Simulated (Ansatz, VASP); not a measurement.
## One calculation of GaN, two programs

The input INCAR:

```
  PREC = Accurate
  ENCUT = 520
  EDIFF = 1E-6
  ISMEAR = 0
  SIGMA = 0.03
  LREAL = False
  LASPH = True
  NELM = 80
  ALGO = Normal
  ISIF = 2
  LWAVE = False
  LCHARG = False
  NBANDS = 26
```

Contents of KPOINTS:

```
Automatic mesh
0
Gamma
  8 8 5
```

The input POSCAR:

```
GaN
1.0
    3.2081339984      0.0000000000      0.0000000000
   -1.6040669992      2.7783255414      0.0000000000
    0.0000000000      0.0000000000      5.1850000000
Ga N
2 2
Direct
    0.3333333333      0.6666666667     -0.0004122206
    0.6666666667      0.3333333333      0.4995877794
    0.3333333333      0.6666666667      0.3774122206
    0.6666666667      0.3333333333      0.8774122206
```

Input for Ansatz:

```yaml
crystal:
  lattice:
    - [3.2081339984, 0.0, 0.0]
    - [-1.6040669992, 2.7783255414, 0.0]
    - [0.0, 0.0, 5.185]
  atoms:
    - { symbol: Ga, position: [0.3333333333, 0.6666666667, -0.0004122206] }
    - { symbol: Ga, position: [0.6666666667, 0.3333333333, 0.4995877794] }
    - { symbol: "N", position: [0.3333333333, 0.6666666667, 0.3774122206] }
    - { symbol: "N", position: [0.6666666667, 0.3333333333, 0.8774122206] }
scf:
  occupations: { method: gaussian, width: 0.03 }
output:
  eigenstates: { kpoints: [[0, 0, 0]] }
hamiltonian:
  xc: lda
kpoints:
  mp_grid: { grid: [8, 8, 5] }
```

Alike in both runs: task single point; functional LDA; k mesh 8 × 8 × 5; occupations gaussian, width 0.03 eV; no spin polarisation.

|  | VASP | Ansatz |
| --- | --- | --- |
| version | VASP 6.6.1 | Ansatz 0.2.0 |
| potentials or method | VASP PAW LDA potentials, release 64 (Ga_d, N) | scalar-relativistic, plane waves, PAW |
| plane-wave cutoff (eV) | 520 | 420 |
| valence electrons in the cell | 36 | 36 |

VASP gave:

* gap on the k mesh at the Fermi level (eV): 1.87
* least direct gap on the mesh (eV): 1.87

Question: What did Ansatz give for the same quantities?

Answer: gap on the k mesh at the Fermi level (eV): 1.86; least direct gap on the mesh (eV): 1.86.

LDA's correlation is that of Perdew and Zunger in VASP and of Perdew and Wang (1992) in Ansatz.
